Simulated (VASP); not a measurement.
# BeCd2S2 (P4/mmm) in VASP: further runs

Runs on BeCd2S2. Level: PBE. Tasks: single point, relaxation of cell and atoms.

Program: VASP 6.6.1. These are calculated values, not measurements. Logs are shortened: lines on timing, memory, paths and dates and some standing lists are left out, and cuts for length are marked.

## (1) The cell of the first run

The structure is tetragonal, space group P4/mmm (No. 123). The conventional cell has a = 3.723 Å, b = 3.723 Å, c = 7.000 Å, α = 90.00°, β = 90.00°, γ = 90.00°. Within 2.7 Å of Be (site symmetry 4/mmm) lie 2 S at 1.96 Å and 4 Cd at 2.63 Å. Within 4.0 Å of Cd (site symmetry 4/mmm) lie 8 S at 3.05 Å and 6 Cd at 3.50 to 3.72 Å. Within 3.5 Å of Cd (site symmetry 4/mmm) lie 4 Be at 2.63 Å and 8 S at 3.28 Å and 2 Cd at 3.50 Å. S (site symmetry 4mm) has 1 Be at 1.96 Å within 2.6 Å.

The cell was built from a structure type or drawn by symmetry, and may not be a known phase.

## (2) Single point, PBE

The input, INCAR:

```
PREC = Accurate
ENCUT = 600
EDIFF = 1E-6
ISMEAR = 0
SIGMA = 0.1
LREAL = False
LASPH = True
NELM = 120
ALGO = Normal
ISIF = 2
LWAVE = False
LCHARG = False
GGA = PE
NBANDS = 27
GGA_COMPAT = False
```

The input, KPOINTS:

```
regular mesh
0
Gamma
  6 6 4
```

The input, POSCAR:

```
BeCd2S2
1.0
    3.7227340190      0.0000000000      0.0000000000
    0.0000000000      3.7227340190      0.0000000000
    0.0000000000      0.0000000000      6.9999295076
Be Cd S
1 2 2
Direct
    0.0000000000      0.0000000000      0.5000000000
    0.5000000000      0.5000000000      0.0000000000
    0.5000000000      0.5000000000      0.5000000000
    0.0000000000      0.0000000000      0.7801642481
    0.0000000000      0.0000000000      0.2198357519
```

Potentials or basis: VASP PAW PBE potentials, release 64 (Be, Cd, S).

Launch:

```console
> cat potpaw_PBE.64/Be/POTCAR potpaw_PBE.64/Cd/POTCAR potpaw_PBE.64/S/POTCAR > POTCAR
> mpirun -np 1 vasp_std > vasp.out
```

OUTCAR:

```text
PREC = Accurate
   ENCUT = 600
   EDIFF = 1E-6
   ISMEAR = 0
   LREAL = False
   LASPH = True
   NELM = 120
   ISIF = 2
   GGA = PE

 ion  position               nearest neighbor table
   1  0.000  0.000  0.500-   4 1.96   5 1.96   3 2.63   3 2.63   3 2.63   3 2.63
   2  0.500  0.500  0.000-   4 3.05   5 3.05   4 3.05   5 3.05   4 3.05   5 3.05   4 3.05   5 3.05
                             3 3.50   3 3.50
   3  0.500  0.500  0.500-   1 2.63   1 2.63   1 2.63   1 2.63   4 3.28   5 3.28   5 3.28   4 3.28
                             5 3.28   4 3.28   4 3.28   5 3.28   2 3.50   2 3.50
   4  0.000  0.000  0.780-   1 1.96   2 3.05   2 3.05   2 3.05   2 3.05   3 3.28   3 3.28   3 3.28
                             3 3.28
   5  0.000  0.000  0.220-   1 1.96   2 3.05   2 3.05   2 3.05   2 3.05   3 3.28   3 3.28   3 3.28
                             3 3.28

  LATTYP: Found a simple tetragonal cell.
 ALAT       =     3.7227340190
 C/A-ratio  =     1.8803195372

  Lattice vectors:

 A1 = (   3.7227340190,   0.0000000000,   0.0000000000)
 A2 = (   0.0000000000,   3.7227340190,   0.0000000000)
 A3 = (   0.0000000000,   0.0000000000,   6.9999295076)

Analysis of symmetry for initial positions (statically):
=====================================================================
 Subroutine PRICEL returns:
 Original cell was already a primitive cell.

 Routine SETGRP: Setting up the symmetry group for a
 simple tetragonal supercell.

 Subroutine GETGRP returns: Found 16 space group operations
 (whereof 16 operations were pure point group operations)
 out of a pool of 16 trial point group operations.

The static configuration has the point symmetry D_4h.

Analysis of symmetry for dynamics (positions and initial velocities):
=====================================================================
 Subroutine PRICEL returns:
 Original cell was already a primitive cell.

 Routine SETGRP: Setting up the symmetry group for a
 simple tetragonal supercell.

 Subroutine GETGRP returns: Found 16 space group operations
 (whereof 16 operations were pure point group operations)
 out of a pool of 16 trial point group operations.

The dynamic configuration has the point symmetry D_4h.

 Subroutine INISYM returns: Found 16 space group operations
 (whereof 16 operations are pure point group operations),
 and found     1 'primitive' translations

----------------------------------------------------------------------------------------

                                     Primitive cell

  volume of cell :      97.0103

  direct lattice vectors                    reciprocal lattice vectors
     3.722734019  0.000000000  0.000000000     0.268619782  0.000000000  0.000000000
     0.000000000  3.722734019  0.000000000     0.000000000  0.268619782  0.000000000
     0.000000000  0.000000000  6.999929508     0.000000000  0.000000000  0.142858581

  length of vectors
     3.722734019  3.722734019  6.999929508     0.268619782  0.268619782  0.142858581

  position of ions in fractional coordinates (direct lattice)
     0.000000000  0.000000000  0.500000000
     0.500000000  0.500000000  0.000000000
     0.500000000  0.500000000  0.500000000
     0.000000000  0.000000000  0.780164248
     0.000000000  0.000000000  0.219835752

  ion indices of the primitive-cell ions
   primitive index   ion index
                 1           1
                 2           2
                 3           3
                 4           4
                 5           5

----------------------------------------------------------------------------------------

 KPOINTS: regular mesh

Automatic generation of k-mesh.
 Grid dimensions read from file:
 generate k-points for:    6    6    4

 Generating k-lattice:

  Cartesian coordinates                     Fractional coordinates (reciprocal lattice)
     0.044769964  0.000000000  0.000000000     0.166666667  0.000000000  0.000000000
     0.000000000  0.044769964  0.000000000     0.000000000  0.166666667  0.000000000
     0.000000000  0.000000000  0.035714645     0.000000000  0.000000000  0.250000000

  Length of vectors
     0.044769964  0.044769964  0.035714645

  Shift w.r.t. Gamma in fractional coordinates (k-lattice)
     0.000000000  0.000000000  0.000000000

 Subroutine IBZKPT returns following result:
 ===========================================

 Found     30 irreducible k-points:

 Following reciprocal coordinates:
            Coordinates               Weight
  0.000000  0.000000  0.000000      1.000000
  0.166667  0.000000  0.000000      4.000000
  0.333333  0.000000  0.000000      4.000000
  0.500000  0.000000  0.000000      2.000000
  0.166667  0.166667  0.000000      4.000000
  0.333333  0.166667  0.000000      8.000000
[... 16 lines left out ...]
  0.333333  0.000000  0.500000      4.000000
  0.500000  0.000000  0.500000      2.000000
 [... further k-points ...]
   k-points           NKPTS =     30   k-points in BZ     NKDIM =     30   number of bands    NBANDS=     27
   number of dos      NEDOS =    301   number of ions     NIONS =      5
   total plane-waves  NPLWV =  50400
   dimension x,y,z NGX =    30 NGY =   30 NGZ =   56
   dimension x,y,z NGXF=    60 NGYF=   60 NGZF=  112
   ions per type =               1   2   2
   NGX,Y,Z   is equivalent  to a cutoff of  13.40, 13.40, 13.30 a.u.
   NGXF,Y,Z  is equivalent  to a cutoff of  26.79, 26.79, 26.60 a.u.
 SYSTEM =  unknown system
   PREC   = accura    normal or accurate (medium, high low for compatibility)
   ISTART =      0    job   : 0-new  1-cont  2-samecut
   ICHARG =      2    charge: 1-file 2-atom 10-const
   ISPIN  =      1    spin polarized calculation?
   LNONCOLLINEAR =      F non collinear calculations
   LSORBIT =      F    spin-orbit coupling
   LASPH  =      T    aspherical Exc in radial PAW
   ENCUT  =  600.0 eV  44.10 Ry    6.64 a.u.   7.44  7.44 13.98*2*pi/ulx,y,z
   NELM   =    120;   NELMIN=  2; NELMDL= -5     # of ELM steps
   EDIFF  = 0.1E-05   stopping-criterion for ELM
   LREAL  =      F    real-space projection
   EDIFFG = 0.1E-04   stopping-criterion for IOM
   NSW    =      0    number of steps for IOM
   IBRION =     -1    ionic relax: 0-MD 1-quasi-New 2-CG
   NFREE  =      0    steps in history (QN), initial steepest desc. (CG)
   ISIF   =      2    stress and relaxation
   ISYM   =      2    0-nonsym 1-usesym 2-fastsym
   POTIM  = 0.5000    time-step for ionic-motion
   TEBEG  =    0.0;   TEEND  =   0.0 temperature during run
   PSTRESS=    0.0 pullay stress
   NELECT =      38.0000    total number of electrons
   NUPDOWN=      -1.0000    fix difference up-down
   EMIN   =  10.00;   EMAX   =-10.00  energy-range for DOS
   EFERMI =   0.00;   METHOD = LEGACY
   ISMEAR =     0;   SIGMA  =   0.10  broadening in eV -4-tet -1-fermi 0-gaus
   EFERMI_NEDOS =   21; number of points for ismear=-14 and -15
   IALGO  =     38    algorithm
   IMIX   =      4    mixing-type and parameters
     AMIX     =   0.40;   BMIX     =  1.00
     AMIX_MAG =   1.60;   BMIX_MAG =  1.00
  volume/ion in A,a.u.               =      19.40       130.93
  Fermi-wavevector in a.u.,A,eV,Ry     =   1.197834  2.263579 19.521740  1.434807
  Thomas-Fermi vector in A             =   2.333739
   LORBIT       =      0    0 simple, 1 ext, 2 COOP (PROOUT), +10 PAW based schemes
   GGA     = PE    functional components
   LHFCALC =     F    Hartree Fock is set to
   AEXX    =    0.0000 exact exchange contribution
   IVDW    =     0    specifies the selected vdW correction
   LEPSILON=     F    determine dielectric tensor
   LRPA    =     F    only Hartree local field effects (RPA)
 non-spin polarized calculation
 Gauss-broadening in eV      SIGMA  =   0.10
  energy-cutoff  :      600.00
  volume of cell :       97.01
 maximum number of plane-waves:      3291
 NGX is ok and might be reduce to    30
   NGX = 15   NGY = 15   NGZ = 27

 number of electron      38.0000023 magnetization

 Free energy of the ion-electron system (eV)
  ---------------------------------------------------
  ext. energy  EPLUGINS =         0.00000000
  ---------------------------------------------------
  free energy    TOTEN  =       -13.81213199 eV

  energy without entropy =      -13.80371434  energy(sigma->0) =      -13.80792317

 E-fermi :   3.5900     XC(G=0): -10.1272

 val. band max:        3.5887580131   @ k =   0.3333   0.0000   0.5000
 cond. band min:       3.6288829547   @ k =   0.1667   0.1667   0.2500
 fundamental gap:      0.0401249416
 Fermi energy:         3.5899789635

 k-point     1 :       0.0000    0.0000    0.0000
  band No.  band energies     occupation
      1     -10.0420      2.00000
      2      -9.2380      2.00000
      3      -5.2711      2.00000
      4      -5.2122      2.00000
      5      -5.1417      2.00000
      6      -5.0766      2.00000
[... 19 lines left out ...]
     26      10.4811      0.00000
     27      12.2048      0.00000

 k-point     2 :       0.1667    0.0000    0.0000
  band No.  band energies     occupation
      1      -9.9191      2.00000
      2      -9.1852      2.00000
      3      -5.2346      2.00000
      4      -5.1561      2.00000
      5      -5.0867      2.00000
      6      -5.0549      2.00000
[... 19 lines left out ...]
     26      11.0708      0.00000
     27      11.2879      0.00000

 k-point     3 :       0.3333    0.0000    0.0000
  band No.  band energies     occupation
      1      -9.6446      2.00000
      2      -9.0769      2.00000
      3      -5.2236      2.00000
      4      -5.1694      2.00000
      5      -5.0786      2.00000
      6      -5.0088      2.00000
[... 19 lines left out ...]
     26       9.7782      0.00000
     27      10.7157      0.00000

 k-point     4 :       0.5000    0.0000    0.0000
  band No.  band energies     occupation
      1      -9.4887      2.00000
      2      -9.0212      2.00000
      3      -5.2271      2.00000
      4      -5.2243      2.00000
      5      -5.0537      2.00000
      6      -4.9852      2.00000
[... 19 lines left out ...]
     26      10.1970      0.00000
     27      10.4581      0.00000

 k-point     5 :       0.1667    0.1667    0.0000
  band No.  band energies     occupation
      1      -9.8095      2.00000
      2      -9.1229      2.00000
      3      -5.1800      2.00000
      4      -5.1262      2.00000
      5      -5.1203      2.00000
      6      -5.0250      2.00000
[... 19 lines left out ...]
     26      10.0823      0.00000
     27      11.7187      0.00000

 k-point     6 :       0.3333    0.1667    0.0000
  band No.  band energies     occupation
      1      -9.5692      2.00000
      2      -8.9931      2.00000
      3      -5.2211      2.00000
      4      -5.1544      2.00000
      5      -5.0402      2.00000
      6      -5.0292      2.00000
[... 444 lines left out ...]
      1      -9.8633      2.00000
      2      -9.4962      2.00000
      3      -5.2082      2.00000
      4      -5.1752      2.00000
      5      -5.0807      2.00000
      6      -5.0651      2.00000
[... 19 lines left out ...]
     26       9.6044      0.00000
     27      10.9379      0.00000

 k-point    22 :       0.1667    0.0000    0.5000
  band No.  band energies     occupation
      1      -9.7651      2.00000
      2      -9.4010      2.00000
      3      -5.2018      2.00000
      4      -5.1051      2.00000
      5      -5.0720      2.00000
      6      -5.0541      2.00000
[... 19 lines left out ...]
     26      10.1644      0.00000
     27      10.5918      0.00000

 k-point    23 :       0.3333    0.0000    0.5000
  band No.  band energies     occupation
      1      -9.5532      2.00000
      2      -9.1959      2.00000
      3      -5.2060      2.00000
      4      -5.1648      2.00000
      5      -5.0573      2.00000
      6      -4.9377      2.00000
[... 19 lines left out ...]
     26      10.4098      0.00000
     27      10.6286      0.00000

 k-point    24 :       0.5000    0.0000    0.5000
  band No.  band energies     occupation
      1      -9.4378      2.00000
      2      -9.0848      2.00000
      3      -5.2175      2.00000
      4      -5.2016      2.00000
      5      -5.0342      2.00000
      6      -4.9634      2.00000
[... 19 lines left out ...]
     26       9.8485      0.00000
     27      10.0517      0.00000

 [... further k-points ...]

------------------------ aborting loop because EDIFF is reached ----------------------------------------

  FORCE on cell =-STRESS in cart. coord.  units (eV):
  Direction    XX          YY          ZZ          XY          YZ          ZX
  --------------------------------------------------------------------------------------
  -------------------------------------------------------------------------------------
  Total        0.1538184      0.1538184      0.1177663      0.0000000      0.0000000      0.0000000
  in kB        2.5403949      2.5403949      1.9449740      0.0000000      0.0000000      0.0000000
  external PRESSURE =       2.3419212 kB  Pullay stress =       0.0000000 kB

 VOLUME and BASIS-vectors are now :
 -----------------------------------------------------------------------------
  energy-cutoff  :      600.00
  volume of cell :       97.01
      direct lattice vectors                 reciprocal lattice vectors
     3.722734019  0.000000000  0.000000000     0.268619782  0.000000000  0.000000000
     0.000000000  3.722734019  0.000000000     0.000000000  0.268619782  0.000000000
     0.000000000  0.000000000  6.999929508     0.000000000  0.000000000  0.142858581

 POSITION                                       TOTAL-FORCE (eV/Angst)
 -----------------------------------------------------------------------------------
      0.00000      0.00000      3.49996         0.000000     -0.000000      0.000000
      1.86137      1.86137      0.00000         0.000000     -0.000000      0.000000
      1.86137      1.86137      3.49996         0.000000     -0.000000      0.000000
      0.00000      0.00000      5.46109         0.000000      0.000000      0.006150
      0.00000      0.00000      1.53883        -0.000000      0.000000     -0.006150
 -----------------------------------------------------------------------------------
    total drift:                                0.000000      0.000000      0.000000

  FREE ENERGIE OF THE ION-ELECTRON SYSTEM (eV)
  ---------------------------------------------------
  free  energy   TOTEN  =       -13.8121319902 eV

  energy  without entropy=      -13.8037143439  energy(sigma->0) =      -13.80792317
```

Wall time 2.4 min (1 thread of Intel Xeon 8259CL, shared host); peak memory 0.26 GiB.

What came out:

```yaml
Free_energy: -13.8121 eV
Pressure: 0.2 GPa
Largest_force: 0.006 eV/Å
Band_gap_on_the_k_mesh: zero (bands 19 and 20 overlap by 1.56 eV)
```

Forces on the atoms (eV/Å):
```
Be   0.000  0.000  0.000
Cd   0.000  0.000  0.000
Cd   0.000  0.000  0.000
S    0.000  0.000  0.006
S    0.000  0.000 -0.006
```

(Continued in part 2 of 3.)
